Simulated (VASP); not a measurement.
Input of a VASP 6.6.1 run:

File INCAR:

```
PREC = Accurate ; ENCUT = 520
EDIFF = 1E-6 ; ISMEAR = 0
SIGMA = 0.05 ; LREAL = F
LASPH = T ; NELM = 60
ALGO = Normal ; ISIF = 2
LWAVE = F ; LCHARG = F
GGA = PE ; IVDW = 12
NBANDS = 20
```

KPOINTS

```
regular mesh
0
Gamma
  12 12 2
```

File POSCAR:

```
WS2
1.0
    3.1597167055      0.0000000000     -0.4739575058
   -1.5798583527      2.7363949357      0.2369787529
   -2.5409197093      0.0000000000     16.9394647289
W S
1 2
Direct
    0.3328928006      0.6657856011      0.0000000000
    0.5161226202      0.3337738661      0.9041435050
    0.8176512458      0.3337738661      0.0958564950
```

Potentials or basis: VASP PAW PBE potentials, release 64 (W_sv, S).

Command:

```console
$ cat potpaw_PBE.64/W_sv/POTCAR potpaw_PBE.64/S/POTCAR > POTCAR
$ mpirun -np 1 vasp_std > vasp.out
```

(1) What does it give for the dispersion energy per atom?

(2) Estimate the largest force.

(3) Estimate the band gap on the k mesh.

## Answers

(1) -0.308 eV.

(2) 0.003 eV/Å.

(3) 1.84 eV.

Caveat: the cell differs from its parent crystal (engineering shear strain xz -0.3000, normal strain along z +0.0000); spin-orbit coupling is left out, which moves the levels of the heavy elements.
